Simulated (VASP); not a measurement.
Wanted: the native input for a VASP 6.6.1 run.

| Item | Value |
| --- | --- |
| Task | single point |
| Functional | LDA |
| Potentials or basis | VASP PAW LDA potentials, release 64 (Ti_sv, Ag) |
| Cutoff | 520 eV |
| k mesh | 9 × 9 × 9 |
| Occupations | fermi-dirac, width 0.08 eV |
| Spin | no spin polarisation |
| Dipole correction | no |
| Further INCAR settings | ALGO = Normal; EDIFF = 1e-06; NBANDS = 32 |

The structure of Ti3Ag lies in POSCAR:

```
Ti3Ag
1.0
    4.1588984821      0.0000000000      0.0000000000
    0.0000000000      4.1588984821      0.0000000000
    0.0000000000      0.0000000000      3.9234891341
Ti Ag
3 1
Direct
    0.0000000000      0.5000000000      0.5000000000
    0.5000000000      0.0000000000      0.5000000000
    0.5000000000      0.5000000000      0.0000000000
    0.0000000000      0.0000000000      0.0000000000
```

This cell differs from its parent crystal: volume scaled by 0.98.

One way to write it, as run:

INCAR

```
SYSTEM = Ti3Ag
PREC = Accurate
ENCUT = 520
EDIFF = 1E-6
ISMEAR = -1
SIGMA = 0.08
LREAL = .False.
LASPH = .True.
NELM = 80
ALGO = Normal
ISIF = 2
LWAVE = .False.
LCHARG = .False.
GGA = CA
NBANDS = 32
```

KPOINTS

```
regular mesh
0
Gamma
  9 9 9
  0 0 0
```

Potentials or basis: VASP PAW LDA potentials, release 64 (Ti_sv, Ag).

The run is started by

```sh
$ cat potpaw_LDA.64/Ti_sv/POTCAR potpaw_LDA.64/Ag/POTCAR > POTCAR
$ mpirun -np 1 vasp_std > vasp.out
```

Results of the run:

```json
{
  "Pressure": "-7.8 GPa"
}
```

Run time: 110 s on 1 thread of Intel Xeon 6975P-C, on a shared host, peak memory 0.26 GiB.
